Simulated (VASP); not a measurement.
Input of a VASP 6.6.1 run:

Contents of INCAR:

```
SYSTEM = Sb
PREC = Accurate ; ENCUT = 500
EDIFF = 1E-6 ; ISMEAR = 1
SIGMA = 0.1 ; LREAL = .FALSE.
LASPH = .TRUE. ; NELM = 120
ALGO = Normal ; ISIF = 2
LWAVE = .FALSE. ; LCHARG = .FALSE.
GGA = PS ; NBANDS = 12
GGA_COMPAT = .FALSE.
```

KPOINTS

```
Automatic mesh
0
G
  11 11 7
  0 0 0
```

Contents of POSCAR:

```
Sb
1.0
    3.3300000000      0.0000000000      0.0000000000
   -1.6650000000      2.8838650000      0.0000000000
    0.0000000000      0.0000000000      5.2300000000
Sb
2
Direct
    0.3333333333      0.6666666667      0.2500000000
    0.6666666667      0.3333333333      0.7500000000
```

Potentials or basis: VASP PAW PBE potentials, release 64 (Sb).

Run with:

```console
$ cat potpaw_PBE.64/Sb/POTCAR > POTCAR
$ mpirun -np 1 vasp_std > vasp.out
```

Problem. Predict the pressure.

Solution. 2.8 GPa.

Problem. Predict the band gap on the k mesh.

Solution. Zero (band 5 reaches 13.49 eV, above the bottom of band 6 at 6.59 eV).

Stress tensor (GPa, compression positive):
```
2.57 0.00 0.00
0.00 2.57 0.00
0.00 0.00 3.10
```

Caveat: the PAW data sets were made with another functional, which shifts forces and pressure a little; spin-orbit coupling is left out, which moves the levels of the heavy elements.
